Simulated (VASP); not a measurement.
# BaCaSn4O8 (P-31m) in VASP: single point with PBE

Aim: the single point of BaCaSn4O8 with PBE.

All numbers are computed with VASP 6.6.1; they aren't measurements. Logs are shortened: lines on timing, memory, paths and dates and some standing lists are left out, and cuts for length are marked.

### 1 The cell of the first run

The structure is trigonal, space group P-31m (No. 162). The conventional cell has a = 6.126 Å, b = 6.126 Å, c = 7.063 Å, α = 90.00°, β = 90.00°, γ = 120.00°. Within 3.7 Å of Ba (site symmetry -3m) lie 12 O at 2.78 to 3.54 Å and 2 Ca at 3.53 Å. Ca (site symmetry -3m) has 6 O at 2.38 Å within 3.1 Å. Within 2.7 Å of Sn (site symmetry 3) lie 4 O at 2.02 to 2.13 Å. O (site symmetry m) has 2 Sn at 2.13 Å and 1 Ca at 2.38 Å and 1 Ba at 2.78 Å within 2.8 Å. Within 2.7 Å of O (site symmetry 32) lie 2 Sn at 2.02 Å.

### 2 Single point, PBE

File INCAR:

```
SYSTEM = BaCaSn4O8
PREC     = Accurate       ! precision mode
ENCUT    = 520            ! plane-wave cutoff, eV
EDIFF    = 1E-6           ! SCF threshold, eV
ISMEAR   = 0              ! smearing method
SIGMA    = 0.1            ! smearing width, eV
LREAL    = .FALSE.        ! projectors in reciprocal space
LASPH    = .TRUE.         ! aspherical terms in the spheres
NELM     = 100            ! most SCF steps
ALGO     = Normal         ! electronic algorithm
ISIF     = 2              ! what is computed and relaxed
LWAVE    = .FALSE.        ! write WAVECAR
LCHARG   = .TRUE.         ! write CHGCAR
GGA      = PE             ! functional
LELF     = .TRUE.         ! ELF
LVHAR    = .TRUE.       
NBANDS   = 75             ! bands
```

File KPOINTS:

```
Automatic mesh
0
G
  6 6 6
  0 0 0
```

File POSCAR:

```
BaCaSn4O8
1.0
    6.1257463004      0.0000000000      0.0000000000
   -3.0628731502      5.3050519133      0.0000000000
    0.0000000000      0.0000000000      7.0628910000
Ba Ca Sn O
1 1 4 8
Direct
    0.0000000000      0.0000000000      0.0000000000
    0.0000000000      0.0000000000      0.5000000000
    0.3333333300      0.6666666700      0.7143560000
    0.6666666700      0.3333333300      0.7143560000
    0.3333333300      0.6666666700      0.2856440000
    0.6666666700      0.3333333300      0.2856440000
    0.3053520000      0.3053520000      0.7084210000
    0.6946480000      0.0000000000      0.7084210000
    0.0000000000      0.6946480000      0.7084210000
    0.6946480000      0.6946480000      0.2915790000
    0.0000000000      0.3053520000      0.2915790000
    0.3053520000      0.0000000000      0.2915790000
    0.3333333300      0.6666666700      0.0000000000
    0.6666666700      0.3333333300      0.0000000000
```

Potentials or basis: VASP PAW PBE potentials, release 64 (Ba_sv, Ca_sv, Sn_d, O).

On the command line:

```
$ cat potpaw_PBE.64/Ba_sv/POTCAR potpaw_PBE.64/Ca_sv/POTCAR potpaw_PBE.64/Sn_d/POTCAR potpaw_PBE.64/O/POTCAR > POTCAR
$ mpirun -np 1 vasp_std > vasp.out
```

OUTCAR:

```text
SYSTEM = BaCaSn4O8
   PREC = Accurate
   ENCUT = 520
   EDIFF = 1E-6
   ISMEAR = 0
   LREAL = .FALSE.
   LASPH = .TRUE.
   NELM = 100
   ISIF = 2
   GGA = PE

 ion  position               nearest neighbor table
   1  0.000  0.000  0.000-   8 2.78  12 2.78   9 2.78  10 2.78  11 2.78   7 2.78   2 3.53   2 3.53
                             6 4.07   3 4.07   4 4.07   5 4.07   4 4.07   6 4.07   3 4.07   5 4.07
   2  0.000  0.000  0.500-   8 2.38  12 2.38   9 2.38  10 2.38  11 2.38   7 2.38   1 3.53   1 3.53

   3  0.333  0.667  0.714-  13 2.02   9 2.13   8 2.13   7 2.13   5 3.03   4 3.54   4 3.54   4 3.54
                             1 4.07   1 4.07   1 4.07
   4  0.667  0.333  0.714-  14 2.02   8 2.13   9 2.13   7 2.13   6 3.03   3 3.54   3 3.54   3 3.54
                             1 4.07   1 4.07   1 4.07
   5  0.333  0.667  0.286-  13 2.02  12 2.13  11 2.13  10 2.13   3 3.03   6 3.54   6 3.54   6 3.54
                             1 4.07   1 4.07   1 4.07
   6  0.667  0.333  0.286-  14 2.02  11 2.13  12 2.13  10 2.13   4 3.03   5 3.54   5 3.54   5 3.54
                             1 4.07   1 4.07   1 4.07
   7  0.305  0.305  0.708-   4 2.13   3 2.13   2 2.38   1 2.78
   8  0.695  0.000  0.708-   4 2.13   3 2.13   2 2.38   1 2.78
   9  0.000  0.695  0.708-   3 2.13   4 2.13   2 2.38   1 2.78
  10  0.695  0.695  0.292-   5 2.13   6 2.13   2 2.38   1 2.78
  11  0.000  0.305  0.292-   6 2.13   5 2.13   2 2.38   1 2.78
  12  0.305  0.000  0.292-   5 2.13   6 2.13   2 2.38   1 2.78
  13  0.333  0.667  0.000-   3 2.02   5 2.02
  14  0.667  0.333  0.000-   4 2.02   6 2.02

  LATTYP: Found a hexagonal cell.
 ALAT       =     6.1257463004
 C/A-ratio  =     1.1529845759

  Lattice vectors:

 A1 = (   6.1257463004,   0.0000000000,   0.0000000000)
 A2 = (  -3.0628731502,   5.3050519133,   0.0000000000)
 A3 = (   0.0000000000,   0.0000000000,   7.0628910000)

Analysis of symmetry for initial positions (statically):
=====================================================================
 Subroutine PRICEL returns:
 Original cell was already a primitive cell.

 Routine SETGRP: Setting up the symmetry group for a
 hexagonal supercell.

 Subroutine GETGRP returns: Found 12 space group operations
 (whereof 12 operations were pure point group operations)
 out of a pool of 24 trial point group operations.

The static configuration has the point symmetry D_3d.

Analysis of symmetry for dynamics (positions and initial velocities):
=====================================================================
 Subroutine PRICEL returns:
 Original cell was already a primitive cell.

[... 149 lines left out ...]
   IMIX   =      4    mixing-type and parameters
     AMIX     =   0.40;   BMIX     =  1.00
     AMIX_MAG =   1.60;   BMIX_MAG =  1.00
  volume/ion in A,a.u.               =      16.39       110.64
  Fermi-wavevector in a.u.,A,eV,Ry     =   1.333332  2.519632 24.188091  1.777775
  Thomas-Fermi vector in A             =   2.462199
   LORBIT       =      0    0 simple, 1 ext, 2 COOP (PROOUT), +10 PAW based schemes
   GGA     = PE    functional components
   LHFCALC =     F    Hartree Fock is set to
   AEXX    =    0.0000 exact exchange contribution
   IVDW    =     0    specifies the selected vdW correction
   LEPSILON=     F    determine dielectric tensor
   LRPA    =     F    only Hartree local field effects (RPA)
 non-spin polarized calculation
 Gauss-broadening in eV      SIGMA  =   0.10
  energy-cutoff  :      520.00
  volume of cell :      229.53
 maximum number of plane-waves:      6208
 NGX is ok and might be reduce to    48
   NGX = 23   NGY = 23   NGZ = 27

 number of electron     123.9999971 magnetization

 Free energy of the ion-electron system (eV)
  ---------------------------------------------------
  ext. energy  EPLUGINS =         0.00000000
  ---------------------------------------------------
  free energy    TOTEN  =       -83.36436843 eV

  energy without entropy =      -83.35352470  energy(sigma->0) =      -83.35894656

 E-fermi :   5.1302     XC(G=0): -10.0753

 val. band max:        5.1170107955   @ k =   0.1667   0.0000   0.5000
 cond. band min:       5.1544064610   @ k =   0.1667   0.0000   0.3333
 fundamental gap:      0.0373956654
 Fermi energy:         5.1302193697

 k-point     1 :       0.0000    0.0000    0.0000
  band No.  band energies     occupation
      1     -34.2721      2.00000
      2     -21.6047      2.00000
      3     -16.7499      2.00000
      4     -16.6129      2.00000
      5     -16.5787      2.00000
      6     -16.5787      2.00000
[... 1837 lines left out ...]
     73      10.6355      0.00000
     74      10.9400      0.00000

 [... further k-points ...]

 [bands above 74 left out]

------------------------ aborting loop because EDIFF is reached ----------------------------------------

  FORCE on cell =-STRESS in cart. coord.  units (eV):
  Direction    XX          YY          ZZ          XY          YZ          ZX
  --------------------------------------------------------------------------------------
  -------------------------------------------------------------------------------------
  Total        0.1691324      0.1691324      0.0268493      0.0000000      0.0000000      0.0000000
  in kB        1.1806098      1.1806098      0.1874182      0.0000000      0.0000000      0.0000000
  external PRESSURE =       0.8495459 kB  Pullay stress =       0.0000000 kB

 VOLUME and BASIS-vectors are now :
 -----------------------------------------------------------------------------
  energy-cutoff  :      520.00
  volume of cell :      229.53
      direct lattice vectors                 reciprocal lattice vectors
     6.125746300  0.000000000  0.000000000     0.163245415  0.094249785  0.000000000
    -3.062873150  5.305051913  0.000000000     0.000000000  0.188499569  0.000000000
     0.000000000  0.000000000  7.062891000     0.000000000  0.000000000  0.141585082

 POSITION                                       TOTAL-FORCE (eV/Angst)
 -----------------------------------------------------------------------------------
      0.00000      0.00000      0.00000        -0.000000     -0.000000     -0.000000
      0.00000      0.00000      3.53145        -0.000000     -0.000000     -0.000000
     -0.00000      3.53670      5.04542        -0.000000     -0.000000     -0.013944
      3.06287      1.76835      5.04542        -0.000000     -0.000000     -0.013944
     -0.00000      3.53670      2.01747        -0.000000     -0.000000      0.013944
      3.06287      1.76835      2.01747        -0.000000     -0.000000      0.013944
      0.93525      1.61991      5.00350         0.001537      0.002663     -0.029940
      4.25524      0.00000      5.00350        -0.003075     -0.000000     -0.029940
     -2.12762      3.68514      5.00350         0.001537     -0.002663     -0.029940
      2.12762      3.68514      2.05939        -0.001537     -0.002663      0.029940
     -0.93525      1.61991      2.05939        -0.001537      0.002663      0.029940
      1.87051      0.00000      2.05939         0.003075      0.000000      0.029940
     -0.00000      3.53670      0.00000        -0.000000     -0.000000     -0.000000
      3.06287      1.76835      0.00000        -0.000000     -0.000000     -0.000000
 -----------------------------------------------------------------------------------
    total drift:                               -0.000000      0.000000     -0.000000

  FREE ENERGIE OF THE ION-ELECTRON SYSTEM (eV)
  ---------------------------------------------------
  free  energy   TOTEN  =       -83.3643684254 eV

  energy  without entropy=      -83.3535247024  energy(sigma->0) =      -83.35894656
```

OSZICAR:

```text
N       E                     dE             d eps       ncg     rms          rms(c)
DAV:   1     0.186872391284E+04    0.18687E+04   -0.56857E+04  5695   0.226E+03
DAV:   2     0.312060314553E+03   -0.15567E+04   -0.14932E+04  5388   0.704E+02
DAV:   3    -0.610756269048E+02   -0.37314E+03   -0.35903E+03  5959   0.262E+02
DAV:   4    -0.978000032785E+02   -0.36724E+02   -0.36241E+02  6872   0.884E+01
DAV:   5    -0.994011238194E+02   -0.16011E+01   -0.15967E+01  7696   0.175E+01    0.237E+01
DAV:   6    -0.833377308381E+02    0.16063E+02   -0.81079E+01  8544   0.703E+01    0.967E+00
DAV:   7    -0.835223732307E+02   -0.18464E+00   -0.95604E+00  5984   0.122E+01    0.541E+00
DAV:   8    -0.834146093729E+02    0.10776E+00   -0.19026E+00  7208   0.708E+00    0.171E+00
DAV:   9    -0.833565297986E+02    0.58080E-01   -0.38530E-01  7960   0.413E+00    0.341E-01
DAV:  10    -0.833631455735E+02   -0.66158E-02   -0.51218E-02  6824   0.133E+00    0.217E-01
DAV:  11    -0.833639574666E+02   -0.81189E-03   -0.89061E-03  8232   0.501E-01    0.127E-01
DAV:  12    -0.833642817500E+02   -0.32428E-03   -0.16496E-03  7136   0.225E-01    0.579E-02
DAV:  13    -0.833643896164E+02   -0.10787E-03   -0.35324E-04  7944   0.116E-01    0.526E-02
DAV:  14    -0.833643653632E+02    0.24253E-04   -0.22208E-04  7096   0.929E-02    0.950E-03
DAV:  15    -0.833643686277E+02   -0.32644E-05   -0.35474E-05  7664   0.259E-02    0.538E-03
DAV:  16    -0.833643684254E+02    0.20226E-06   -0.28691E-06  5168   0.811E-03
   1 F= -.83364368E+02 E0= -.83358947E+02  d E =-.108437E-01
```

Run time: 27 min. Hardware: 1 thread of Intel Xeon Platinum 8259CL at 2.50GHz (Skylake/Cascade Lake), shared host; peak memory 0.67 GiB.

What came out:

```
Free energy            : -83.3644 eV
Pressure               : 0.1 GPa
Largest force          : 0.030 eV/Å
Band gap on the k mesh : zero (bands 62 and 63 overlap by 0.07 eV)
```

Forces in eV/Å, atoms in the order of the input:
```
Ba   0.000  0.000  0.000
Ca   0.000  0.000  0.000
Sn   0.000  0.000 -0.014
Sn   0.000  0.000 -0.014
Sn   0.000  0.000  0.014
Sn   0.000  0.000  0.014
O    0.002  0.003 -0.030
O   -0.003  0.000 -0.030
O    0.002 -0.003 -0.030
O   -0.002 -0.003  0.030
O   -0.002  0.003  0.030
O    0.003  0.000  0.030
O    0.000  0.000  0.000
O    0.000  0.000  0.000
```

Caveat: spin-orbit coupling is left out, which moves the levels of the heavy elements.

The gap in the log of VASP goes by the Fermi energy; the results here count the filled bands.